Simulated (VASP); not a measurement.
KTaO3: single point with r2SCAN

KTaO3:

```
CELL_PARAMETERS angstrom
3.99018 0.00000 0.00000
0.00000 3.99018 0.00000
0.00000 0.00000 3.99018
ATOMIC_POSITIONS crystal
Ta 0.00000 0.00000 0.00000
K 0.50000 0.50000 0.50000
O 0.00000 0.00000 0.50000
O 0.00000 0.50000 0.00000
O 0.50000 0.00000 0.00000
```

```json
{"Program": "VASP 6.6.1", "Task": "single point", "Functional": "r2SCAN", "Potentials or basis": "VASP PAW PBE potentials, release 64 (Ta_pv, K_sv, O)", "Cutoff": "520 eV", "k mesh": "7 × 7 × 7", "Occupations": "fermi-dirac, width 0.05 eV", "Spin": "no spin polarisation", "Dipole correction": "no", "Further INCAR settings": "ALGO = Normal; EDIFF = 1e-07; NBANDS = 27"}
```

| Quantity | Value |
| --- | --- |
| Pressure | 0.9 GPa |
| Band gap on the k mesh | 2.66 eV (least direct gap 3.25 eV) |

Levels at points of the mesh, in eV from the valence-band top:
```csv
k point,band 17,band 18,band 19,band 20,band 21,band 22
"(0.00, 0.00, 0.00)",-0.59,-0.59,-0.59,2.66,2.66,2.66
```

Run time: 120 s on 1 thread of Intel(R) Xeon(R) Platinum 8259CL CPU @ 2.50GHz (Skylake/Cascade Lake), with other jobs on the host, peak memory 0.19 GiB.

Caveat: the PAW data sets were made with another functional, which shifts forces and pressure a little; spin-orbit coupling is left out, which moves the levels of the heavy elements; an odd mesh through Γ misses points on the zone boundary, where band edges can lie. r2SCAN opens gaps a little over a GGA but as a rule still falls short of measured ones.
